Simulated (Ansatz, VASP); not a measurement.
# Two plane-wave programs on GaGe

The input INCAR:

```
AGGAC = 1.0
AGGAX = 1.0
ALDAC = 0.0
ALDAX = 1.0
ALGO = Normal
EDIFF = 1E-6
ENCUT = 520
GGA = B5
ISIF = 2
ISMEAR = -1
LASPH = True
LCHARG = False
LREAL = False
LWAVE = False
NBANDS = 20
NELM = 100
PREC = Accurate
SIGMA = 0.05
```

The input KPOINTS:

```
k-points
0
Gamma
  8 8 8
```

File POSCAR:

```
GaGe
1.0
    0.0000000000      2.8978440000      2.8978440000
    2.8978440000      0.0000000000      2.8978440000
    2.8978440000      2.8978440000      0.0000000000
Ge Ga
1 1
Direct
    0.0000000000      0.0000000000      0.0000000000
    0.2500000000      0.2500000000      0.2500000000
```

input.yaml

```yaml
crystal:
  lattice:
    - [0.0, 2.897844, 2.897844]
    - [2.897844, 0.0, 2.897844]
    - [2.897844, 2.897844, 0.0]
  atoms:
    - { symbol: Ge, position: [0.0, 0.0, 0.0] }
    - { symbol: Ga, position: [0.25, 0.25, 0.25] }
hamiltonian:
  xc: blyp
  pseudopotentials: { kind: paw }
kpoints:
  mp_grid: { grid: [8, 8, 8] }
  band_path:
    path:
      - [[0.0, 0.0, 0.0], [0.5, 0.0, 0.5], [0.5, 0.25, 0.75], [0.375, 0.375, 0.75], [0.0, 0.0, 0.0], [0.5, 0.5, 0.5], [0.625, 0.25, 0.625], [0.5, 0.25, 0.75], [0.5, 0.5, 0.5], [0.375, 0.375, 0.75]]
      - [[0.625, 0.25, 0.625], [0.5, 0.0, 0.5]]
    npoints: 14
scf:
  occupations: { method: fermi_dirac, width: 0.05 }
  n_extra_bands: 6
output:
  forces: true
  stress: true
  eigenvalues: true
  fatbands: false
```

Alike in both runs: functional BLYP; k mesh 8 × 8 × 8; occupations fermi-dirac, width 0.05 eV; no spin polarisation.

```csv
,VASP,Ansatz
version,VASP 6.6.1,Ansatz 0.2.0
potentials or method,"VASP PAW PBE potentials, release 64 (Ge_d, Ga_d)",Ansatz PAW
plane-wave cutoff (eV),520,420
valence electrons in the cell,27,27
task,single point,band structure
```

```tsv
	VASP	Ansatz	Ansatz less VASP
gap on the k mesh at the Fermi level (eV)	none	none	-
pressure (GPa)	3.4	3.3	-0.12
```

VASP's potentials were made for PBE, not for BLYP. A gap of «none» marks a metal or a gap that the smearing closes.
